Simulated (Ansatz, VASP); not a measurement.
## Al in VASP and in Ansatz

The input POSCAR:

```
Al
1.0
   -1.5673504096      1.5673504096      1.6150869704
    1.5673504096     -1.5673504096      1.6150869704
    1.5673504096      1.5673504096     -1.6150869704
Al
1
Direct
    0.0000000000      0.0000000000      0.0000000000
```

INCAR.step1

```
SYSTEM = Al
ALGO = Normal ; EDIFF = 1E-4
ENCUT = 520 ; GGA = PE
ISMEAR = 0 ; LASPH = .TRUE.
LCHARG = .FALSE. ; LREAL = .FALSE.
LWAVE = .TRUE. ; NBANDS = 8
NELM = 100 ; PREC = Accurate
SIGMA = 0.15
```

Contents of INCAR.step2:

```
SYSTEM = Al
ALGO = Normal ; EDIFF = 1E-6
ENCUT = 520 ; ISIF = 2
ISMEAR = 0 ; ISTART = 1
LASPH = .TRUE. ; LCHARG = .FALSE.
LMIXTAU = .TRUE. ; LREAL = .FALSE.
LWAVE = .FALSE. ; METAGGA = R2SCAN
NBANDS = 8 ; NELM = 100
PREC = Accurate ; SIGMA = 0.15
```

File KPOINTS:

```
k-points
0
G
  20 20 20
  0 0 0
```

Input for Ansatz:

```yaml
crystal:
  lattice:
    - [-1.5673504096, 1.5673504096, 1.6150869704]
    - [1.5673504096, -1.5673504096, 1.6150869704]
    - [1.5673504096, 1.5673504096, -1.6150869704]
  atoms:
    - { symbol: Al, position: [0.0, 0.0, 0.0] }
basis:
  ecutwfc: 500
kpoints:
  mp_grid: { grid: [20, 20, 20] }
hamiltonian:
  xc: r2scan
scf:
  occupations: { method: gaussian, width: 0.15 }
output:
  forces: true
  stress: true
  eigenvalues: true
```

Change from the starting cell: strain -0.015 along x and y, +0.015 along z, atoms carried along.

Alike in both runs: task single point; functional r2SCAN; k mesh 20 × 20 × 20; occupations gaussian, width 0.15 eV; no spin polarisation.

|  | VASP | Ansatz |
| --- | --- | --- |
| version | VASP 6.6.1 | Ansatz 0.2.0 |
| potentials or method | VASP PAW PBE potentials, release 64 (Al), cutoff 520 eV | scalar-relativistic, plane waves, PAW |
| valence electrons in the cell | 3 | 3 |

Ansatz gave:

| Quantity | Value |
| --- | --- |
| gap on the k mesh at the Fermi level (eV) | none |
| pressure (GPa) | 1.8 |
| traceless stress, the component that is largest in VASP (GPa) | 1.12 |

Estimate VASP's values.

gap on the k mesh at the Fermi level (eV): none; pressure (GPa): 1.4; traceless stress, the component that is largest in VASP (GPa): 1.12.

VASP's potentials were made for PBE, not for r2SCAN. A gap of «none» marks a metal or a gap that the smearing closes. With one functional, cell and mesh, what is left measures potentials, basis and numerics.
